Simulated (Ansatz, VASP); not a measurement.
Al3B2As in VASP and in Ansatz

```xyz
6
Lattice="-1.9184 1.9184 6.3467 1.9184 -1.9184 6.3467 1.9184 1.9184 -6.3467" Properties=species:S:1:pos:R:3 pbc="T T T"
Al    0.0000    1.9184    3.1734
Al    0.0000    0.0000    6.3467
Al    1.9184    0.0000    3.1734
B     0.0000    0.0000    8.4635
B     0.0000    0.0000    4.2300
As    0.0000    0.0000    0.0000
```

Change from the starting cell: species swapped into the CsLi2F3 type (I4/mmm, No. 139).

Alike in both runs: functional PBE; k mesh 14 × 14 × 14; occupations gaussian, width 0.1 eV; no spin polarisation.

Ansatz relaxed the structure, and its values are those at the end. VASP's run is a single point on that final structure, the one shown.

|  | VASP | Ansatz |
| --- | --- | --- |
| version | VASP 6.6.1 | Ansatz 0.2.0 |
| potentials or method | VASP PAW PBE potentials, release 64 (Al, B, As), cutoff 520 eV | scalar-relativistic, plane waves, PAW |
| valence electrons in the cell | 20 | 30 |

```csv
,VASP,Ansatz,Ansatz less VASP
gap on the k mesh at the Fermi level (eV),none,none,-
pressure (GPa),0.0,0.0,+0.02
```

A gap of «none» marks a metal or a gap that the smearing closes. VASP's potentials hold 20 valence electrons a cell and Ansatz's 30, so a difference there can come from the potentials and not from the codes.
